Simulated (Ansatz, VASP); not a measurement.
# Two plane-wave programs on AlPt

INCAR

```
SYSTEM = AlPt
PREC = Accurate
ENCUT = 520
EDIFF = 1E-7
ISMEAR = 0
SIGMA = 0.15
LREAL = .False.
LASPH = .True.
NELM = 80
ALGO = Fast
ISIF = 2
LWAVE = .False.
LCHARG = .False.
GGA = PS
NBANDS = 14
```

File KPOINTS:

```
regular mesh
0
Gamma
  16 16 16
  0 0 0
```

The input POSCAR:

```
AlPt
1.0
    3.0915460000      0.0000000000      0.0000000000
    0.0000000000      3.0915460000      0.0000000000
    0.0000000000      0.0000000000      3.0915460000
Al Pt
1 1
Direct
   -0.0404328449      0.0000000000      0.0000000000
    0.5000000000      0.5000000000      0.5000000000
```

Input for Ansatz:

```yaml
crystal:
  lattice:
    - [3.091546, 0.0, 0.0]
    - [0.0, 3.091546, 0.0]
    - [0.0, 0.0, 3.091546]
  atoms:
    - { symbol: Al, position: [-0.0404328449, 0.0, 0.0] }
    - { symbol: Pt, position: [0.5, 0.5, 0.5] }
basis:
  ecutwfc: 420
kpoints:
  mp_grid: { grid: [16, 16, 16] }
hamiltonian:
  xc: pbesol
scf:
  occupations: { method: gaussian, width: 0.15 }
output:
  forces: true
  stress: true
  eigenvalues: true
```

Change from the starting cell: all Al atoms moved +0.125 Å, as atom 1 towards its neighbour atom 1 (Al) at 3.092 Å.

Alike in both runs: task single point; functional PBEsol; k mesh 16 × 16 × 16; occupations gaussian, width 0.15 eV; no spin polarisation.

```csv
,VASP,Ansatz
version,VASP 6.6.1,Ansatz 0.2.0
potentials or method,"VASP PAW PBE potentials, release 64 (Al, Pt), cutoff 520 eV","scalar-relativistic, plane waves, PAW"
valence electrons in the cell,13,21
```

Ansatz gave:

* gap on the k mesh at the Fermi level (eV): none
* pressure (GPa): -4.7
* traceless stress, the component that is largest in VASP (GPa): -0.37
* rms of the force components (eV/Å): 0.262

Task: Which values does VASP return?

Result: gap on the k mesh at the Fermi level (eV): none; pressure (GPa): -4.8; traceless stress, the component that is largest in VASP (GPa): -0.37; rms of the force components (eV/Å): 0.265.

VASP's potentials were made for PBE, not for PBEsol. Atom by atom the forces differ by 0.003 eV/Å (rms over components). A gap of «none» marks a metal or a gap that the smearing closes. VASP's potentials hold 13 valence electrons a cell and Ansatz's 21, so a difference there can come from the potentials and not from the codes.

Spin-orbit coupling is off throughout.
